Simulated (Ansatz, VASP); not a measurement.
**Ba: VASP beside Ansatz**

```
Ba
1.0
     2.05275   -3.83250    0.00000
     2.05275    3.83250    0.00000
     0.00000    0.00000    5.98500
Ba
1
Direct
  0.00000 0.00000 0.00000
```

Change from the starting cell: strain +0.050 along x and y, +0.050 along z, atoms carried along.

Alike in both runs: task single point; functional LDA; k mesh 14 × 14 × 8; occupations gaussian, width 0.15 eV; no spin polarisation.

|  | VASP | Ansatz |
| --- | --- | --- |
| version | VASP 6.6.1 | Ansatz 0.2.0 |
| potentials or method | VASP PAW LDA potentials, release 64 (Ba_sv), cutoff 520 eV | scalar-relativistic, plane waves, PAW |
| valence electrons in the cell | 10 | 10 |

Ansatz gave:

| Quantity | Value |
| --- | --- |
| gap on the k mesh at the Fermi level (eV) | none |
| pressure (GPa) | -0.7 |
| traceless stress, the component that is largest in VASP (GPa) | 1.02 |

Task: Estimate VASP's values.

Result: gap on the k mesh at the Fermi level (eV): none; pressure (GPa): -0.7; traceless stress, the component that is largest in VASP (GPa): 1.03.

LDA's correlation is that of Perdew and Zunger in VASP and of Perdew and Wang (1992) in Ansatz. A gap of «none» marks a metal or a gap that the smearing closes.

Spin-orbit coupling is off throughout.
